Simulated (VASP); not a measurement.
# SnO (Cmme) in VASP: single point with PBEsol+D3(BJ)

Aim: the single point of SnO with PBEsol+D3(BJ).

Everything below comes from runs of VASP 6.6.1. Logs are shortened: lines on timing, memory, paths and dates and some standing lists are left out, and cuts for length are marked.

## 1. The cell of the first run

The structure is orthorhombic, space group Cmme (No. 67). Conventional cell: a = 5.252 Å, b = 5.412 Å, c = 4.563 Å, α = 90.00°, β = 90.00°, γ = 90.00°. Sn (site symmetry mm2) has 4 O at 2.21 Å within 2.9 Å. Within 2.9 Å of O (site symmetry 222) lie 4 Sn at 2.21 Å and 4 O at 2.63 to 2.71 Å.

## 2. Single point, PBEsol+D3(BJ) (strain -0.0300 x Voigt [0, 0, 0, 0, 0, 1])

INCAR reads:

```
SYSTEM = SnO
PREC = Accurate
ENCUT = 600
EDIFF = 1E-6
ISMEAR = 0
SIGMA = 0.15
LREAL = .FALSE.
LASPH = .TRUE.
NELM = 120
ALGO = Normal
ISIF = 2
LWAVE = .FALSE.
LCHARG = .TRUE.
GGA = PS
IVDW = 12
LELF = .TRUE.
LVHAR = .TRUE.
NBANDS = 28
GGA_COMPAT = .FALSE.
```

KPOINTS reads:

```
regular mesh
0
G
  12 12 10
  0 0 0
```

POSCAR reads:

```
SnO
1.0
    3.7703910616     -0.0565558659      0.0000000000
   -0.0565558659      3.7703910616      0.0000000000
    0.0000000000      0.0000000000      4.5633702865
Sn O
2 2
Direct
    0.0000000000      0.5000000000      0.2532585894
    0.5000000000      0.0000000000      0.7467414106
    0.0000000000      0.0000000000      0.0000000000
    0.5000000000      0.5000000000      0.0000000000
```

Potentials or basis: VASP PAW PBE potentials, release 64 (Sn_d, O).

The run is started by

```bash
cat potpaw_PBE.64/Sn_d/POTCAR potpaw_PBE.64/O/POTCAR > POTCAR
mpirun -np 1 vasp_std > vasp.out
```

OUTCAR:

```text
SYSTEM = SnO
   PREC = Accurate
   ENCUT = 600
   EDIFF = 1E-6
   ISMEAR = 0
   LREAL = .FALSE.
   LASPH = .TRUE.
   NELM = 120
   ISIF = 2
   GGA = PS
   IVDW = 12
 IVDW          = 12

 ion  position               nearest neighbor table
   1  0.000  0.500  0.253-   3 2.21   4 2.21   3 2.21   4 2.21   2 3.46   2 3.46   2 3.50   2 3.50
                             2 3.52   2 3.52   2 3.56   2 3.56
   2  0.500  0.000  0.747-   3 2.21   4 2.21   4 2.21   3 2.21   1 3.46   1 3.46   1 3.50   1 3.50
                             1 3.52   1 3.52   1 3.56   1 3.56
   3  0.000  0.000  0.000-   1 2.21   2 2.21   1 2.21   2 2.21
   4  0.500  0.500  0.000-   1 2.21   2 2.21   2 2.21   1 2.21

  LATTYP: Found a base centered orthorhombic cell.
 ALAT       =     5.2521561022
 B/A-ratio  =     1.0304568528
 C/A-ratio  =     0.8688565606

  Lattice vectors:

 A1 = (   3.7703910616,  -0.0565558659,   0.0000000000)
 A2 = (  -0.0565558659,   3.7703910616,   0.0000000000)
 A3 = (   0.0000000000,   0.0000000000,   4.5633702865)

Analysis of symmetry for initial positions (statically):
=====================================================================
 Subroutine PRICEL returns:
 Original cell was already a primitive cell.

 Routine SETGRP: Setting up the symmetry group for a
 base centered orthorhombic supercell.

 Subroutine GETGRP returns: Found  8 space group operations
 (whereof  4 operations were pure point group operations)
 out of a pool of  8 trial point group operations.

The static configuration has the point symmetry D_2 .
 The point group associated with its full space group is D_2h.

Analysis of symmetry for dynamics (positions and initial velocities):
=====================================================================
 Subroutine PRICEL returns:
 Original cell was already a primitive cell.

 Routine SETGRP: Setting up the symmetry group for a
 base centered orthorhombic supercell.

 Subroutine GETGRP returns: Found  8 space group operations
 (whereof  4 operations were pure point group operations)
 out of a pool of  8 trial point group operations.

The dynamic configuration has the point symmetry D_2 .
 The point group associated with its full space group is D_2h.

 Subroutine INISYM returns: Found  8 space group operations
 (whereof  4 operations are pure point group operations),
 and found     1 'primitive' translations

----------------------------------------------------------------------------------------

                                     Primitive cell

  volume of cell :      64.8576

  direct lattice vectors                    reciprocal lattice vectors
     3.770391062 -0.056555866  0.000000000     0.265284167  0.003979262  0.000000000
    -0.056555866  3.770391062  0.000000000     0.003979262  0.265284167  0.000000000
     0.000000000  0.000000000  4.563370286     0.000000000  0.000000000  0.219136282

  length of vectors
     3.770815207  3.770815207  4.563370286     0.265314009  0.265314009  0.219136282

  position of ions in fractional coordinates (direct lattice)
     1.000000000  0.500000000  0.253258589
     0.500000000  1.000000000  0.746741411
     0.000000000  0.000000000  0.000000000
     0.500000000  0.500000000  0.000000000

  ion indices of the primitive-cell ions
   primitive index   ion index
                 1           1
                 2           2
                 3           3
                 4           4

----------------------------------------------------------------------------------------

 KPOINTS: regular mesh

Automatic generation of k-mesh.
 Grid dimensions read from file:
 generate k-points for:   12   12   10

 Generating k-lattice:

  Cartesian coordinates                     Fractional coordinates (reciprocal lattice)
     0.022107014  0.000331605  0.000000000     0.083333333 -0.000000000  0.000000000
     0.000331605  0.022107014  0.000000000    -0.000000000  0.083333333  0.000000000
     0.000000000  0.000000000  0.021913628     0.000000000  0.000000000  0.100000000

  Length of vectors
     0.022109501  0.022109501  0.021913628

  Shift w.r.t. Gamma in fractional coordinates (k-lattice)
     0.000000000  0.000000000  0.000000000

 Subroutine IBZKPT returns following result:
 ===========================================

 Found    258 irreducible k-points:

 Following reciprocal coordinates:
            Coordinates               Weight
  0.000000  0.000000  0.000000      1.000000
  0.083333 -0.000000  0.000000      4.000000
  0.166667  0.000000  0.000000      4.000000
  0.250000  0.000000  0.000000      4.000000
  0.333333  0.000000  0.000000      4.000000
  0.416667  0.000000  0.000000      4.000000
[... 16 lines left out ...]
  0.500000  0.166667  0.000000      4.000000
 -0.416667  0.166667  0.000000      4.000000
 [... further k-points ...]
   k-points           NKPTS =    258   k-points in BZ     NKDIM =    258   number of bands    NBANDS=     28
   number of dos      NEDOS =    301   number of ions     NIONS =      4
   total plane-waves  NPLWV =  32400
   dimension x,y,z NGX =    30 NGY =   30 NGZ =   36
   dimension x,y,z NGXF=    60 NGYF=   60 NGZF=   72
   ions per type =               2   2
   NGX,Y,Z   is equivalent  to a cutoff of  13.23, 13.23, 13.11 a.u.
   NGXF,Y,Z  is equivalent  to a cutoff of  26.45, 26.45, 26.23 a.u.
 SYSTEM =  SnO
   PREC   = accura    normal or accurate (medium, high low for compatibility)
   ISTART =      0    job   : 0-new  1-cont  2-samecut
   ICHARG =      2    charge: 1-file 2-atom 10-const
   ISPIN  =      1    spin polarized calculation?
   LNONCOLLINEAR =      F non collinear calculations
   LSORBIT =      F    spin-orbit coupling
   LASPH  =      T    aspherical Exc in radial PAW
   ENCUT  =  600.0 eV  44.10 Ry    6.64 a.u.   7.53  7.53  9.11*2*pi/ulx,y,z
   NELM   =    120;   NELMIN=  2; NELMDL= -5     # of ELM steps
   EDIFF  = 0.1E-05   stopping-criterion for ELM
   LREAL  =      F    real-space projection
   EDIFFG = 0.1E-04   stopping-criterion for IOM
   NSW    =      0    number of steps for IOM
   IBRION =     -1    ionic relax: 0-MD 1-quasi-New 2-CG
   NFREE  =      0    steps in history (QN), initial steepest desc. (CG)
   ISIF   =      2    stress and relaxation
   ISYM   =      2    0-nonsym 1-usesym 2-fastsym
   POTIM  = 0.5000    time-step for ionic-motion
   TEBEG  =    0.0;   TEEND  =   0.0 temperature during run
   PSTRESS=    0.0 pullay stress
   NELECT =      40.0000    total number of electrons
   NUPDOWN=      -1.0000    fix difference up-down
   EMIN   =  10.00;   EMAX   =-10.00  energy-range for DOS
   EFERMI =   0.00;   METHOD = LEGACY
   ISMEAR =     0;   SIGMA  =   0.15  broadening in eV -4-tet -1-fermi 0-gaus
   EFERMI_NEDOS =   21; number of points for ismear=-14 and -15
   IALGO  =     38    algorithm
   IMIX   =      4    mixing-type and parameters
     AMIX     =   0.40;   BMIX     =  1.00
     AMIX_MAG =   1.60;   BMIX_MAG =  1.00
  volume/ion in A,a.u.               =      16.21       109.42
  Fermi-wavevector in a.u.,A,eV,Ry     =   1.393503  2.633339 26.420481  1.941851
  Thomas-Fermi vector in A             =   2.517143
   LORBIT       =      0    0 simple, 1 ext, 2 COOP (PROOUT), +10 PAW based schemes
   GGA     = PS    functional components
   LHFCALC =     F    Hartree Fock is set to
   AEXX    =    0.0000 exact exchange contribution
   IVDW    =    12    specifies the selected vdW correction
   LEPSILON=     F    determine dielectric tensor
   LRPA    =     F    only Hartree local field effects (RPA)
 non-spin polarized calculation
 Gauss-broadening in eV      SIGMA  =   0.15
  energy-cutoff  :      600.00
  volume of cell :       64.86
 maximum number of plane-waves:      2200
   NGX = 15   NGY = 15   NGZ = 19

 number of electron      40.0000021 magnetization

 Free energy of the ion-electron system (eV)
  ---------------------------------------------------
  ext. energy  EPLUGINS =         0.00000000
  ---------------------------------------------------
  free energy    TOTEN  =       -24.17442231 eV

  energy without entropy =      -24.16981228  energy(sigma->0) =      -24.17211730

 E-fermi :   7.9745     XC(G=0): -10.9350

 val. band max:        7.9653828308   @ k =   0.0833  -0.0000   0.1000
 cond. band min:       7.9908845406   @ k =   0.5000   0.4167   0.0000
 fundamental gap:      0.0255017099
 Fermi energy:         7.9744876054

 k-point     1 :       0.0000    0.0000    0.0000
  band No.  band energies     occupation
      1     -14.0935      2.00000
      2     -13.6406      2.00000
      3     -13.6139      2.00000
      4     -13.5997      2.00000
      5     -13.5706      2.00000
      6     -13.5658      2.00000
[... 20 lines left out ...]
     27      14.4997      0.00000
     28      14.7365      0.00000

 k-point     2 :       0.0833   -0.0000    0.0000
  band No.  band energies     occupation
      1     -14.0893      2.00000
      2     -13.6381      2.00000
      3     -13.6123      2.00000
      4     -13.5985      2.00000
      5     -13.5672      2.00000
      6     -13.5665      2.00000
[... 20 lines left out ...]
     27      14.5865      0.00000
     28      15.3688      0.00000

 k-point     3 :       0.1667    0.0000    0.0000
  band No.  band energies     occupation
      1     -14.0770      2.00000
      2     -13.6308      2.00000
      3     -13.6279      2.00000
      4     -13.6072      2.00000
      5     -13.5749      2.00000
      6     -13.5618      2.00000
[... 20 lines left out ...]
     27      14.7054      0.00000
     28      16.7084      0.00000

 k-point     4 :       0.2500    0.0000    0.0000
  band No.  band energies     occupation
      1     -14.0578      2.00000
      2     -13.7205      2.00000
      3     -13.6197      2.00000
      4     -13.5979      2.00000
      5     -13.5713      2.00000
      6     -13.5626      2.00000
[... 578 lines left out ...]
     27      16.0460      0.00000
     28      16.6870      0.00000

 k-point    23 :       0.5000    0.1667    0.0000
  band No.  band energies     occupation
      1     -13.9817      2.00000
      2     -13.9709      2.00000
      3     -13.5883      2.00000
      4     -13.5797      2.00000
      5     -13.5640      2.00000
      6     -13.5581      2.00000
[... 20 lines left out ...]
     27      16.1814      0.00000
     28      16.4884      0.00000

 k-point    24 :      -0.4167    0.1667    0.0000
  band No.  band energies     occupation
      1     -14.0073      2.00000
      2     -13.9327      2.00000
      3     -13.6042      2.00000
      4     -13.5711      2.00000
      5     -13.5624      2.00000
      6     -13.5616      2.00000
[... 20 lines left out ...]
     27      16.2334      0.00000
     28      16.3552      0.00000

 [... further k-points ...]

------------------------ aborting loop because EDIFF is reached ----------------------------------------

 Edisp (eV)   -0.93375

 E8    (eV) :    -0.6179

  FORCE on cell =-STRESS in cart. coord.  units (eV):
  Direction    XX          YY          ZZ          XY          YZ          ZX
  --------------------------------------------------------------------------------------
  -------------------------------------------------------------------------------------
  Total       0.09559     0.09559     0.09092     1.12973     0.00000     0.00000
  in kB       2.36129     2.36129     2.24588    27.90763     0.00000     0.00000
  external pressure =        2.32 kB  Pullay stress =        0.00 kB

 VOLUME and BASIS-vectors are now :
 -----------------------------------------------------------------------------
  energy-cutoff  :      600.00
  volume of cell :       64.86
      direct lattice vectors                 reciprocal lattice vectors
     3.770391062 -0.056555866  0.000000000     0.265284167  0.003979262  0.000000000
    -0.056555866  3.770391062  0.000000000     0.003979262  0.265284167  0.000000000
     0.000000000  0.000000000  4.563370286     0.000000000  0.000000000  0.219136282

 POSITION                                       TOTAL-FORCE (eV/Angst)
 -----------------------------------------------------------------------------------
     -0.02828      1.88520      1.15571        -0.000000      0.000000      0.092014
      1.88520     -0.02828      3.40766        -0.000000      0.000000     -0.092014
      0.00000      0.00000      0.00000        -0.000000      0.000000      0.000000
      1.85692      1.85692      0.00000         0.000000      0.000000      0.000000
 -----------------------------------------------------------------------------------
    total drift:                                0.000000      0.000000      0.000000

  FREE ENERGIE OF THE ION-ELECTRON SYSTEM (eV)
  ---------------------------------------------------
  free  energy   TOTEN  =       -25.1081679694 eV

  energy  without entropy=      -25.1035579367  energy(sigma->0) =      -25.10586295
```

It took 9.1 min on 1 thread of Intel Xeon Platinum 8259CL at 2.50GHz (Skylake/Cascade Lake), shared host; peak memory 0.54 GiB.

What came out:

```yaml
Free_energy: -25.1082 eV
Pressure: 0.2 GPa
Largest_force: 0.092 eV/Å
Band_gap_on_the_k_mesh: zero (bands 20 and 21 overlap by 0.51 eV)
Dispersion_energy_per_atom: -0.233 eV
```

Forces in eV/Å, atoms in the order of the input:
```
Sn   0.000  0.000  0.092
Sn   0.000  0.000 -0.092
O    0.000  0.000  0.000
O    0.000  0.000  0.000
```

Stress tensor (GPa, compression positive):
```
0.24 2.79 0.00
2.79 0.24 0.00
0.00 0.00 0.22
```

Caveat: the cell differs from its parent crystal (strain -0.0300 x Voigt [0, 0, 0, 0, 0, 1]); semilocal functionals underestimate gaps, and a narrow one can read as zero; the PAW data sets were made with another functional, which shifts forces and pressure a little; spin-orbit coupling is left out, which moves the levels of the heavy elements.

The gap in the log of VASP goes by the Fermi energy; the results here count the filled bands.